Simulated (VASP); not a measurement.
Set up this calculation in VASP 6.6.1, as the native input.

```
Task                   : relaxation of shape and atoms at fixed volume
Functional             : revPBE
Dispersion             : D3(BJ)
Potentials or basis    : VASP PAW PBE potentials, release 64 (Mn_pv, O)
Cutoff                 : 600 eV
k mesh                 : 6 × 6 × 8
Occupations            : gaussian, width 0.05 eV
Spin                   : collinear spin
Starting moments       : [2.96, 2.96, -0.06, -0.06, -0.06, -0.06] μB
Hubbard terms          : Mn d U = 3.9 eV
Dipole correction      : no
Further INCAR settings : ALGO = Fast; EDIFF = 1e-06; IBRION = 2; EDIFFG = -0.01; NSW = 60; ISIF = 4
```

The structure of MnO2 lies in POSCAR:

```
MnO2
1.0
    4.3844438731      0.0000000000      0.0000000000
    0.0000000000      4.3844438731      0.0000000000
    0.0000000000      0.0000000000      2.9068208413
Mn O
2 4
Direct
    0.0000000000      0.0000000000      0.0000000000
    0.5000000000      0.5000000000      0.5000000000
    0.3055586399      0.3055586399      0.0000000000
    0.1944413601      0.8055586399      0.5000000000
    0.6944413601      0.6944413601      0.0000000000
    0.8055586399      0.1944413601      0.5000000000
```

One way to write it, as run:

INCAR

```
SYSTEM = MnO2
ALGO = Fast
EDIFF = 1E-6
EDIFFG = -0.01
ENCUT = 600
GGA = RE
IBRION = 2
ISIF = 4
ISMEAR = 0
ISPIN = 2
IVDW = 12
LASPH = .True.
LCHARG = .False.
LDAU = .True.
LDAUJ = 0 0
LDAUL = 2 -1
LDAUPRINT = 1
LDAUTYPE = 2
LDAUU = 3.9 0
LMAXMIX = 4
LORBIT = 11
LREAL = .False.
LWAVE = .False.
MAGMOM = 2.96 2.96 -0.06 -0.06 -0.06 -0.06
NELM = 150
NSW = 60
PREC = Accurate
SIGMA = 0.05
```

KPOINTS

```
k-points
0
Gamma
  6 6 8
  0 0 0
```

Potentials or basis: VASP PAW PBE potentials, release 64 (Mn_pv, O).

Launch:

```console
$ cat potpaw_PBE.64/Mn_pv/POTCAR potpaw_PBE.64/O/POTCAR > POTCAR
$ mpirun -np 1 vasp_std > vasp.out
```

It gave:

The energy gained by relaxing is 0.1 meV/atom, the ionic steps are 3 and the pressure after relaxing is 8.6 GPa. The band gap on the k mesh is zero (filled and empty bands overlap), the net moment is 6.02 μB per cell and the site moments are Mn +3.05; O -0.05 μB. The valence electrons inside the program's atomic spheres are Mn 11.64; O 5.06 and the dispersion energy per atom is -0.320 eV.

Caveat: the PAW data sets were made with another functional, which shifts forces and pressure a little.

It took 6 min on 1 thread of Oxide Virtual Turin-like Processor, on a shared host, peak memory 0.29 GiB.
